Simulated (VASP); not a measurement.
Wanted: the native input for a VASP 6.6.1 run.

```yaml
Task: single point
Functional: PBE
Potentials_or_basis: VASP PAW PBE potentials, release 64 (Ru_pv, Si)
Cutoff: 520 eV
k_mesh: 10 × 6 × 1
Occupations: gaussian, width 0.1 eV
Spin: no spin polarisation
Dipole_correction: yes
Further_INCAR_settings: ALGO = Normal; EDIFF = 1e-06; NBANDS = 53
```

The structure of SiRu6 lies in POSCAR:

```
SiRu6
1.0
    2.7197977462      0.0000000000      0.0000000000
    0.0000000000      4.2966597640      0.0000000000
    0.0000000000      0.0000000000     20.8383397414
Ru Si
6 1
Direct
    0.0000000000      0.7500000000      0.1919538720
    0.5000000000      0.2500000000      0.2296314409
    0.5000000000      0.7500000000      0.3049865786
    0.0000000000      0.2500000000      0.3407382302
    0.0000000000      0.7500000000      0.4168575075
    0.5000000000      0.2500000000      0.4481326179
    0.5000000000      0.7500000000      0.5163920727
```

These files were run (other wordings do the same):

INCAR

```
SYSTEM = SiRu6
ALGO = Normal ; DIPOL = 0.5 0.5 0.350
EDIFF = 1E-6 ; ENCUT = 520
GGA = PE ; IDIPOL = 3
ISIF = 2 ; ISMEAR = 0
LASPH = .TRUE. ; LCHARG = .FALSE.
LDIPOL = .TRUE. ; LREAL = .FALSE.
LWAVE = .FALSE. ; NBANDS = 53
NELM = 100 ; PREC = Accurate
SIGMA = 0.1
```

KPOINTS

```
k-points
0
G
  10 6 1
  0 0 0
```

Potentials or basis: VASP PAW PBE potentials, release 64 (Ru_pv, Si).

Run with:

```console
$ cat potpaw_PBE.64/Ru_pv/POTCAR potpaw_PBE.64/Si/POTCAR > POTCAR
$ mpirun -np 1 vasp_std > vasp.out
```

It gave:

```json
{"Largest force": "1.455 eV/Å", "Band gap on the k mesh": "zero (bands 44 and 45 overlap by 1.56 eV)"}
```

Wall time 5.4 min on 1 thread of Intel(R) Xeon(R) 6975P-C (Granite Rapids) (shared host), peak memory 0.43 GiB.
